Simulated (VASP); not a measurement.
CuO: single point with PBEsol+D3(BJ)

CuO:

```
CELL_PARAMETERS angstrom
-0.00001 2.07187 2.07183
2.07181 -0.00001 2.07183
2.07182 2.07187 -0.00001
ATOMIC_POSITIONS crystal
Cu 0.00000 0.00000 0.00000
O 0.50000 0.50000 0.50000
```

| Property | Result |
| --- | --- |
| Program | VASP 6.6.1 |
| Task | single point |
| Functional | PBEsol |
| Dispersion | D3(BJ) |
| Potentials or basis | VASP PAW PBE potentials, release 64 (Cu, O) |
| Cutoff | 520 eV |
| k mesh | 11 × 11 × 11 |
| Occupations | fermi-dirac, width 0.05 eV |
| Spin | no spin polarisation |
| Dipole correction | no |
| Further INCAR settings | ALGO = Normal; EDIFF = 1e-07; NBANDS = 16 |

| Quantity | Value |
| --- | --- |
| Pressure | 0.5 GPa |
| Band gap on the k mesh | zero (an odd number of electrons rules out a gap without spin polarisation) |
| Dispersion energy per atom | -0.269 eV |

Levels at points of the mesh, in eV from the Fermi level:
```
           k point  band 5  band 6  band 7  band 8  band 9  band 10  band 11  band 12  band 13  band 14
(0.00, 0.00, 0.00)   -2.59   -2.59   -2.59   -2.38   -2.38     1.69    18.15    18.97    18.97    18.97
```

It took 14 s on 1 thread of Intel(R) Xeon(R) 6975P-C (Granite Rapids) (shared host), peak memory 0.17 GiB.

Caveat: the PAW data sets were made with another functional, which shifts forces and pressure a little; an odd number of electrons without spin polarisation forces a metal; a magnetic or distorted state may lie lower; semilocal functionals often make such compounds metallic where correlation or magnetic order opens a gap, which also shifts bond lengths. With open d or f shells a metallic result of PBEsol can be an artefact of self-interaction; +U or a hybrid may open a gap.
